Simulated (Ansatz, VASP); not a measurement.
# CdS in VASP and in Ansatz

```xyz
2
Lattice="0.0000 2.9100 2.9100 2.9100 0.0000 2.9100 2.9100 2.9100 0.0000" Properties=species:S:1:pos:R:3 pbc="T T T"
Cd    0.0000    0.0000    0.0000
S     4.3650    4.3650    4.3650
```

Alike in both runs: task single point; functional PBE; k mesh 4 × 4 × 4; occupations fermi-dirac, width 0.01 eV; no spin polarisation.

```csv
,VASP,Ansatz
version,VASP 6.6.1,Ansatz 0.2.0
potentials or method,"VASP PAW PBE potentials, release 64 (Cd, S), cutoff 520 eV","all-electron LAPW, scalar-relativistic"
```

Ansatz gave:

```
gap on the k mesh at the Fermi level (eV) : 1.15
pressure (GPa)                            : 3.5
```

Q: What did VASP give for the same quantities?

A: gap on the k mesh at the Fermi level (eV): 1.15; pressure (GPa): 3.8.

Ansatz ran all-electron here, and VASP with PAW potentials.

The k mesh is coarse, so the values compare programs but aren't converged.
